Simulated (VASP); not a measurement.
# Si (P3m1) in VASP: notebook

Si is run at these levels: LDA; tasks: single point.

Program: VASP 6.6.1. These are calculated values, not measurements. Logs are shortened: lines on timing, memory, paths and dates and some standing lists are left out, and cuts for length are marked.

## (1) The cell of the first run

It takes space group P3m1 (No. 156, trigonal). The conventional cell has a = 3.831 Å, b = 3.831 Å, c = 6.333 Å, α = 90.00°, β = 90.00°, γ = 120.00°. Si (site symmetry 3m) has 4 Si at 2.27 to 2.67 Å within 3.0 Å. Si (site symmetry 3m) has 4 Si at 2.35 to 2.37 Å within 3.1 Å. Within 3.1 Å of Si (site symmetry 3m) lie 4 Si at 2.35 to 2.67 Å. Si (site symmetry 3m) has 4 Si at 2.27 to 2.37 Å within 3.0 Å.

## (2) Single point, LDA (atom 1 (Si) moved by (+0.000, -0.300) A along y and z)

INCAR reads:

```
SYSTEM = Si
PREC = Accurate ; ENCUT = 520
EDIFF = 1E-6 ; ISMEAR = 0
SIGMA = 0.03 ; LREAL = .FALSE.
LASPH = .TRUE. ; NELM = 80
ALGO = Normal ; ISIF = 2
LWAVE = .FALSE. ; LCHARG = .FALSE.
NBANDS = 16
```

KPOINTS reads:

```
regular mesh
0
G
  12 12 6
  0 0 0
```

POSCAR reads:

```
Si
1.0
    3.8313174605      0.0000000000      0.0000000000
   -1.9156587303      3.3180182508      0.0000000000
    0.0000000000      0.0000000000      6.3326220002
Si
4
Direct
    0.3333333333      0.6666666667      0.0156357581
    0.6666666667      0.3333333333      0.5630095000
    0.3333333333      0.6666666667      0.4369905000
    0.6666666667      0.3333333333      0.9369905000
```

Potentials or basis: VASP PAW LDA potentials, release 64 (Si).

Run with:

```sh
> cat potpaw_LDA.64/Si/POTCAR > POTCAR
> mpirun -np 1 vasp_std > vasp.out
```

OUTCAR:

```text
SYSTEM = Si
   PREC = Accurate
   ENCUT = 520
   EDIFF = 1E-6
   ISMEAR = 0
   LREAL = .FALSE.
   LASPH = .TRUE.
   NELM = 80
   ISIF = 2

 ion  position               nearest neighbor table
   1  0.333  0.667  0.016-   4 2.27   4 2.27   4 2.27   3 2.67
   2  0.667  0.333  0.563-   3 2.35   3 2.35   3 2.35   4 2.37
   3  0.333  0.667  0.437-   2 2.35   2 2.35   2 2.35   1 2.67
   4  0.667  0.333  0.937-   1 2.27   1 2.27   1 2.27   2 2.37

  LATTYP: Found a hexagonal cell.
 ALAT       =     3.8313174605
 C/A-ratio  =     1.6528575524

  Lattice vectors:

 A1 = (   3.8313174605,   0.0000000000,   0.0000000000)
 A2 = (  -1.9156587303,   3.3180182508,   0.0000000000)
 A3 = (   0.0000000000,   0.0000000000,   6.3326220002)

Analysis of symmetry for initial positions (statically):
=====================================================================
 Subroutine PRICEL returns:
 Original cell was already a primitive cell.

 Routine SETGRP: Setting up the symmetry group for a
 hexagonal supercell.

 Subroutine GETGRP returns: Found  6 space group operations
 (whereof  6 operations were pure point group operations)
 out of a pool of 24 trial point group operations.

The static configuration has the point symmetry C_3v.

Analysis of symmetry for dynamics (positions and initial velocities):
=====================================================================
 Subroutine PRICEL returns:
 Original cell was already a primitive cell.

 Routine SETGRP: Setting up the symmetry group for a
 hexagonal supercell.

 Subroutine GETGRP returns: Found  6 space group operations
 (whereof  6 operations were pure point group operations)
 out of a pool of 24 trial point group operations.

The dynamic configuration has the point symmetry C_3v.

 Subroutine INISYM returns: Found  6 space group operations
 (whereof  6 operations are pure point group operations),
 and found     1 'primitive' translations

----------------------------------------------------------------------------------------

                                     Primitive cell

  volume of cell :      80.5027

  direct lattice vectors                    reciprocal lattice vectors
     3.831317461  0.000000000  0.000000000     0.261006823  0.150692360  0.000000000
    -1.915658730  3.318018251  0.000000000     0.000000000  0.301384720  0.000000000
     0.000000000  0.000000000  6.332622000     0.000000000  0.000000000  0.157912473

  length of vectors
     3.831317461  3.831317461  6.332622000     0.301384720  0.301384720  0.157912473

  position of ions in fractional coordinates (direct lattice)
     0.333333333  0.666666667  0.015635758
     0.666666667  0.333333333  0.563009500
     0.333333333  0.666666667  0.436990500
     0.666666667  0.333333333  0.936990500

  ion indices of the primitive-cell ions
   primitive index   ion index
                 1           1
                 2           2
                 3           3
                 4           4

----------------------------------------------------------------------------------------

 KPOINTS: regular mesh

Automatic generation of k-mesh.
 Grid dimensions read from file:
 generate k-points for:   12   12    6

 Generating k-lattice:

  Cartesian coordinates                     Fractional coordinates (reciprocal lattice)
     0.021750569  0.012557697  0.000000000     0.083333333  0.000000000  0.000000000
     0.000000000  0.025115393  0.000000000     0.000000000  0.083333333  0.000000000
     0.000000000  0.000000000  0.026318745     0.000000000  0.000000000  0.166666667

  Length of vectors
     0.025115393  0.025115393  0.026318745

  Shift w.r.t. Gamma in fractional coordinates (k-lattice)
     0.000000000  0.000000000  0.000000000

 Subroutine IBZKPT returns following result:
 ===========================================

 Found    100 irreducible k-points:

 Following reciprocal coordinates:
            Coordinates               Weight
  0.000000  0.000000  0.000000      1.000000
  0.083333  0.000000  0.000000      6.000000
  0.166667  0.000000  0.000000      6.000000
  0.250000  0.000000  0.000000      6.000000
  0.333333  0.000000  0.000000      6.000000
  0.416667  0.000000  0.000000      6.000000
[... 16 lines left out ...]
  0.166667  0.000000  0.166667      6.000000
  0.000000  0.166667  0.166667      6.000000
 [... further k-points ...]
   k-points           NKPTS =    100   k-points in BZ     NKDIM =    100   number of bands    NBANDS=     16
   number of dos      NEDOS =    301   number of ions     NIONS =      4
   total plane-waves  NPLWV =  37632
   dimension x,y,z NGX =    28 NGY =   28 NGZ =   48
   dimension x,y,z NGXF=    56 NGYF=   56 NGZF=   96
   ions per type =               4
   NGX,Y,Z   is equivalent  to a cutoff of  12.15, 12.15, 12.60 a.u.
   NGXF,Y,Z  is equivalent  to a cutoff of  24.30, 24.30, 25.20 a.u.
 SYSTEM =  Si
   PREC   = accura    normal or accurate (medium, high low for compatibility)
   ISTART =      0    job   : 0-new  1-cont  2-samecut
   ICHARG =      2    charge: 1-file 2-atom 10-const
   ISPIN  =      1    spin polarized calculation?
   LNONCOLLINEAR =      F non collinear calculations
   LSORBIT =      F    spin-orbit coupling
   LASPH  =      T    aspherical Exc in radial PAW
   ENCUT  =  520.0 eV  38.22 Ry    6.18 a.u.   7.12  7.12 11.77*2*pi/ulx,y,z
   NELM   =     80;   NELMIN=  2; NELMDL= -5     # of ELM steps
   EDIFF  = 0.1E-05   stopping-criterion for ELM
   LREAL  =      F    real-space projection
   EDIFFG = 0.1E-04   stopping-criterion for IOM
   NSW    =      0    number of steps for IOM
   IBRION =     -1    ionic relax: 0-MD 1-quasi-New 2-CG
   NFREE  =      0    steps in history (QN), initial steepest desc. (CG)
   ISIF   =      2    stress and relaxation
   ISYM   =      2    0-nonsym 1-usesym 2-fastsym
   POTIM  = 0.5000    time-step for ionic-motion
   TEBEG  =    0.0;   TEEND  =   0.0 temperature during run
   PSTRESS=    0.0 pullay stress
   NELECT =      16.0000    total number of electrons
   NUPDOWN=      -1.0000    fix difference up-down
   EMIN   =  10.00;   EMAX   =-10.00  energy-range for DOS
   EFERMI =   0.00;   METHOD = LEGACY
   ISMEAR =     0;   SIGMA  =   0.03  broadening in eV -4-tet -1-fermi 0-gaus
   EFERMI_NEDOS =   21; number of points for ismear=-14 and -15
   IALGO  =     38    algorithm
   IMIX   =      4    mixing-type and parameters
     AMIX     =   0.40;   BMIX     =  1.00
     AMIX_MAG =   1.60;   BMIX_MAG =  1.00
  volume/ion in A,a.u.               =      20.13       135.81
  Fermi-wavevector in a.u.,A,eV,Ry     =   0.955384  1.805414 12.418837  0.912759
  Thomas-Fermi vector in A             =   2.084217
   LORBIT       =      0    0 simple, 1 ext, 2 COOP (PROOUT), +10 PAW based schemes
   GGA     = CA    functional components
   LHFCALC =     F    Hartree Fock is set to
   AEXX    =    0.0000 exact exchange contribution
   IVDW    =     0    specifies the selected vdW correction
   LEPSILON=     F    determine dielectric tensor
   LRPA    =     F    only Hartree local field effects (RPA)
 non-spin polarized calculation
 Gauss-broadening in eV      SIGMA  =   0.03
  energy-cutoff  :      520.00
  volume of cell :       80.50
 maximum number of plane-waves:      2208
   NGX = 15   NGY = 15   NGZ = 23

 number of electron      15.9999999 magnetization

 Free energy of the ion-electron system (eV)
  ---------------------------------------------------
  ext. energy  EPLUGINS =         0.00000000
  ---------------------------------------------------
  free energy    TOTEN  =       -23.32108889 eV

  energy without entropy =      -23.32088517  energy(sigma->0) =      -23.32098703

 E-fermi :   6.0578     XC(G=0):  -9.5796

 val. band max:        6.0575050019   @ k =   0.5000   0.0000   0.1667
 cond. band min:       6.0775811344   @ k =   0.4167   0.0000   0.0000
 fundamental gap:      0.0200761326
 Fermi energy:         6.0577683347

 k-point     1 :       0.0000    0.0000    0.0000
  band No.  band energies     occupation
      1      -6.3827      2.00000
      2      -4.1163      2.00000
      3      -0.7479      2.00000
      4       4.0637      2.00000
      5       4.0637      2.00000
      6       5.7545      2.00000
[... 8 lines left out ...]
     15       9.8661      0.00000
     16      12.0859      0.00000

 k-point     2 :       0.0833    0.0000    0.0000
  band No.  band energies     occupation
      1      -6.3010      2.00000
      2      -4.0341      2.00000
      3      -0.6971      2.00000
      4       3.3668      2.00000
      5       3.9026      2.00000
      6       5.1284      2.00000
[... 8 lines left out ...]
     15      10.1530      0.00000
     16      11.4762      0.00000

 k-point     3 :       0.1667    0.0000    0.0000
  band No.  band energies     occupation
      1      -6.0575      2.00000
      2      -3.7892      2.00000
      3      -0.5778      2.00000
      4       2.1745      2.00000
      5       3.5407      2.00000
      6       3.9232      2.00000
[... 8 lines left out ...]
     15      10.8301      0.00000
     16      11.4898      0.00000

 k-point     4 :       0.2500    0.0000    0.0000
  band No.  band energies     occupation
      1      -5.6596      2.00000
      2      -3.3881      2.00000
      3      -0.5844      2.00000
      4       1.1952      2.00000
      5       2.6402      2.00000
      6       3.1550      2.00000
[... 8 lines left out ...]
     15      11.4435      0.00000
     16      12.4084      0.00000
[... 324 lines left out ...]
 k-point    22 :       0.0000    0.0833    0.1667
  band No.  band energies     occupation
      1      -6.2297      2.00000
      2      -4.2755      2.00000
      3      -0.2752      2.00000
      4       3.4192      2.00000
      5       3.9461      2.00000
      6       4.8528      2.00000
[... 8 lines left out ...]
     15      10.1778      0.00000
     16      11.8839      0.00000

 k-point    23 :       0.1667    0.0000    0.1667
  band No.  band energies     occupation
      1      -5.9865      2.00000
      2      -4.0323      2.00000
      3      -0.1717      2.00000
      4       2.2422      2.00000
      5       3.5872      2.00000
      6       3.7027      2.00000
[... 8 lines left out ...]
     15      10.9360      0.00000
     16      11.6415      0.00000

 k-point    24 :       0.0000    0.1667    0.1667
  band No.  band energies     occupation
      1      -5.9865      2.00000
      2      -4.0323      2.00000
      3      -0.1722      2.00000
      4       2.2494      2.00000
      5       3.5864      2.00000
      6       3.6851      2.00000
[... 8 lines left out ...]
     15      11.3290      0.00000
     16      11.3694      0.00000

 [... further k-points ...]
[... 5 lines left out ...]
  --------------------------------------------------------------------------------------
  -------------------------------------------------------------------------------------
  Total        0.7075512      0.7075512     -2.4329608     -0.0000000      0.0000000     -0.0000000
  in kB       14.0817936     14.0817936    -48.4211630     -0.0000000      0.0000000     -0.0000000
  external PRESSURE =      -6.7525253 kB  Pullay stress =       0.0000000 kB

 VOLUME and BASIS-vectors are now :
 -----------------------------------------------------------------------------
  energy-cutoff  :      520.00
  volume of cell :       80.50
      direct lattice vectors                 reciprocal lattice vectors
     3.831317461  0.000000000  0.000000000     0.261006823  0.150692360  0.000000000
    -1.915658730  3.318018251  0.000000000     0.000000000  0.301384720  0.000000000
     0.000000000  0.000000000  6.332622000     0.000000000  0.000000000  0.157912473

 POSITION                                       TOTAL-FORCE (eV/Angst)
 -----------------------------------------------------------------------------------
     -0.00000      2.21201      0.09902        -0.000000      0.000000      2.620055
      1.91566      1.10601      3.56533         0.000000     -0.000000     -0.452615
     -0.00000      2.21201      2.76730         0.000000      0.000000     -1.073556
      1.91566      1.10601      5.93361         0.000000     -0.000000     -1.093884
 -----------------------------------------------------------------------------------
    total drift:                               -0.000000      0.000000      0.000092

  FREE ENERGIE OF THE ION-ELECTRON SYSTEM (eV)
  ---------------------------------------------------
  free  energy   TOTEN  =       -23.3210888871 eV

  energy  without entropy=      -23.3208851673  energy(sigma->0) =      -23.32098703
```

Run time: 48 s. Hardware: 1 thread of Intel Xeon Platinum 8559C (Emerald Rapids), shared host; peak memory 0.21 GiB.

What came out:

```
Free energy            : -23.3211 eV
Pressure               : -0.7 GPa
Largest force          : 2.620 eV/Å
Band gap on the k mesh : zero (band 8 reaches 6.22 eV, above the bottom of band 9 at 5.98 eV)
```

Forces on the atoms (eV/Å):
```
Si   0.000  0.000  2.620
Si   0.000  0.000 -0.453
Si   0.000  0.000 -1.074
Si   0.000  0.000 -1.094
```

Levels at points of the mesh, in eV from the Fermi level:
| k point | band 4 | band 5 | band 6 | band 7 | band 8 | band 9 | band 10 | band 11 | band 12 | band 13 |
| --- | --- | --- | --- | --- | --- | --- | --- | --- | --- | --- |
| (0.00, 0.00, 0.00) | -1.99 | -1.99 | -0.30 | -0.30 | 0.12 | 0.74 | 1.86 | 1.86 | 1.89 | 3.26 |
| (0.50, 0.00, 0.00) | -6.28 | -4.42 | -3.48 | -2.71 | -1.73 | -0.08 | 2.04 | 3.43 | 3.48 | 3.80 |
| (0.00, 0.00, 0.50) | -3.56 | -1.79 | -1.79 | -0.74 | -0.74 | 0.87 | 1.87 | 2.34 | 2.34 | 3.12 |
| (0.50, 0.00, 0.50) | -7.12 | -3.23 | -2.53 | -2.24 | -1.82 | 0.36 | 0.70 | 1.18 | 1.68 | 5.51 |

Caveat: the cell differs from its parent crystal (atom 1 (Si) moved by (+0.000, -0.300) A along y and z); forces of over 1 eV/Å act on the atoms, so gaps and moduli don't describe the material at rest.

## (3) Single point, LDA (atom 1 (Si) moved by (+0.000, +0.300) A along y and z)

INCAR reads:

```
SYSTEM = Si
  ALGO = Normal
  EDIFF = 1E-6
  ENCUT = 520
  GGA = CA
  ISIF = 2
  ISMEAR = 0
  LASPH = .True.
  LCHARG = .False.
  LREAL = .False.
  LWAVE = .False.
  NBANDS = 16
  NELM = 80
  PREC = Accurate
  SIGMA = 0.03
```

KPOINTS reads:

```
k-points
0
Gamma
  12 12 6
  0 0 0
```

POSCAR: that of step 2 with these lines changed.

```diff
@@ -8,3 +8,3 @@
 Direct
-    0.3333333333      0.6666666667      0.0156357581
+    0.3333333333      0.6666666667      0.1103832419
     0.6666666667      0.3333333333      0.5630095000
```

Potentials or basis: VASP PAW LDA potentials, release 64 (Si).

Run with:

```sh
> cat potpaw_LDA.64/Si/POTCAR > POTCAR
> mpirun -np 1 vasp_std > vasp.out
```

It took 41 s on 1 thread of Intel Xeon Platinum 8559C (Emerald Rapids), shared host; peak memory 0.21 GiB.

It converged, with:

* Free energy: -22.9632 eV
* Pressure: 0.3 GPa
* Largest force: 6.189 eV/Å
* Band gap on the k mesh: zero (band 8 reaches 6.57 eV, above the bottom of band 9 at 6.18 eV)

Forces in eV/Å, atoms in the order of the input:
```
Si   0.000  0.000 -6.189
Si   0.000  0.000  0.404
Si   0.000  0.000  3.997
Si   0.000  0.000  1.787
```

Stress tensor (GPa, compression positive):
```
-4.53  0.00  0.00
 0.00 -4.53  0.00
 0.00  0.00  9.82
```

Levels at points of the mesh, in eV from the Fermi level:
| k point | band 4 | band 5 | band 6 | band 7 | band 8 | band 9 | band 10 | band 11 | band 12 | band 13 |
| --- | --- | --- | --- | --- | --- | --- | --- | --- | --- | --- |
| (0.00, 0.00, 0.00) | -1.93 | -1.93 | -1.47 | 0.27 | 0.27 | 0.72 | 1.35 | 1.35 | 2.19 | 3.26 |
| (0.50, 0.00, 0.00) | -6.04 | -5.24 | -3.76 | -3.45 | -1.21 | 0.03 | 1.93 | 2.08 | 2.19 | 4.37 |
| (0.00, 0.00, 0.50) | -4.63 | -1.67 | -1.67 | -0.53 | -0.53 | 1.06 | 2.17 | 2.27 | 2.27 | 3.04 |
| (0.50, 0.00, 0.50) | -7.07 | -3.34 | -3.14 | -2.76 | -2.02 | 0.01 | 0.48 | 1.13 | 1.98 | 4.43 |

Caveat: the cell differs from its parent crystal (atom 1 (Si) moved by (+0.000, +0.300) A along y and z); forces of over 1 eV/Å act on the atoms, so gaps and moduli don't describe the material at rest.
